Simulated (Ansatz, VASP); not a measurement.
One calculation of Y, two programs

File INCAR:

```
  PREC = Accurate
  ENCUT = 520
  EDIFF = 1E-7
  ISMEAR = -1
  SIGMA = 0.08
  LREAL = False
  LASPH = True
  NELM = 80
  ALGO = Normal
  ISIF = 2
  LWAVE = False
  LCHARG = False
  GGA = PS
  NBANDS = 18
```

The input KPOINTS:

```
regular mesh
0
Gamma
  10 10 10
```

File POSCAR:

```
Y
1.0
    0.0000000000      2.5760011923      2.5760011923
    2.5760011923      0.0000000000      2.5760011923
    2.5760011923      2.5760011923      0.0000000000
Y
2
Direct
   -0.1250000000     -0.1250000000     -0.1250000000
    0.1250000000      0.1250000000      0.1250000000
```

Input for Ansatz:

```yaml
crystal:
  lattice:
    - [0.0, 2.5760011923, 2.5760011923]
    - [2.5760011923, 0.0, 2.5760011923]
    - [2.5760011923, 2.5760011923, 0.0]
  atoms:
    - { symbol: "Y", position: [-0.125, -0.125, -0.125] }
    - { symbol: "Y", position: [0.125, 0.125, 0.125] }
kpoints:
  mp_grid: { grid: [10, 10, 10] }
  band_path:
    path:
      - [0.0, 0.0, 0.0]
      - [0.5, 0.0, 0.5]
      - [0.625, 0.25, 0.625]
      - [0.375, 0.375, 0.75]
      - [0.0, 0.0, 0.0]
      - [0.5, 0.5, 0.5]
      - [0.5, 0.25, 0.75]
      - [0.5, 0.0, 0.5]
    npoints: 8
scf:
  occupations: { method: fermi_dirac, width: 0.08 }
hamiltonian:
  xc: pbesol
  pseudopotentials: { kind: paw }
output:
  forces: true
  stress: true
  eigenvalues: true
  populations: true
  dos: { projected: true, de: 0.2, e_range: [-14, 8] }
```

Change from the starting cell: volume scaled by 0.43, PAW files.

Alike in both runs: task single point; functional PBEsol; k mesh 10 × 10 × 10; occupations fermi-dirac, width 0.08 eV; no spin polarisation.

|  | VASP | Ansatz |
| --- | --- | --- |
| version | VASP 6.6.1 | Ansatz 0.2.0 |
| potentials or method | VASP PAW PBE potentials, release 64 (Y_sv) | PAW with Ansatz's default frozen-core files, scalar-relativistic |
| plane-wave cutoff (eV) | 520 | 420 |
| valence electrons in the cell | 22 | 22 |

|  | VASP | Ansatz | Ansatz less VASP |
| --- | --- | --- | --- |
| pressure (GPa) | 80.5 | 80.5 | -0.02 |

VASP's potentials were made for PBE, not for PBEsol. Both programs put the cell under a high pressure, so it lies far from rest at this level. The functional is the same, so the differences come from potentials, cutoffs and numerics.

Noted on VASP's run: the cell as given lies far from equilibrium.
